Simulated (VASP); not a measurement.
Wanted: the native input for a VASP 6.6.1 run.

```
Task                   : single point
Functional             : PBEsol
Dispersion             : D4
Potentials or basis    : VASP PAW PBE potentials, release 64 (C)
Cutoff                 : 520 eV
k mesh                 : 15 × 15 × 1
Occupations            : gaussian, width 0.04 eV
Spin                   : no spin polarisation
Dipole correction      : yes
Further INCAR settings : ALGO = Normal; EDIFF = 1e-06; NBANDS = 11; NELMDL = -8
```

The structure of C lies in POSCAR:

```
C
1.0
    2.4570611715      0.0000000000      0.0000000000
   -1.2285305858      2.1278773932      0.0000000000
    0.0000000000      0.0000000000     20.8458746732
C
2
Direct
    1.0000000000      0.0000000000      0.6187874403
    0.3333333333      0.6666666667      0.6198856862
```

One way to write it, as run:

INCAR

```
PREC = Accurate
ENCUT = 520
EDIFF = 1E-6
ISMEAR = 0
SIGMA = 0.04
LREAL = F
LASPH = T
NELM = 120
ALGO = Normal
ISIF = 2
LWAVE = F
LCHARG = T
LDIPOL = T
IDIPOL = 3
DIPOL = 0.5 0.5 0.619
GGA = PS
IVDW = 13
LELF = T
LVHAR = T
LVACPOTAV = T
NBANDS = 11
GGA_COMPAT = F
NELMDL = -8
```

KPOINTS

```
Automatic mesh
0
Gamma
  15 15 1
```

Potentials or basis: VASP PAW PBE potentials, release 64 (C).

Run with:

```console
$ cat potpaw_PBE.64/C/POTCAR > POTCAR
$ mpirun -np 1 vasp_std > vasp.out
```

It gave:

```json
{
 "Largest force": "0.387 eV/Å",
 "Band gap on the k mesh": "zero (filled and empty bands touch)",
 "Dispersion energy per atom": "-0.049 eV"
}
```

Caveat: the PAW data sets were made with another functional, which shifts forces and pressure a little.

Run time: 22 s on 1 thread of Intel(R) Xeon(R) 6975P-C (Granite Rapids), with other jobs on the host, peak memory 0.21 GiB.
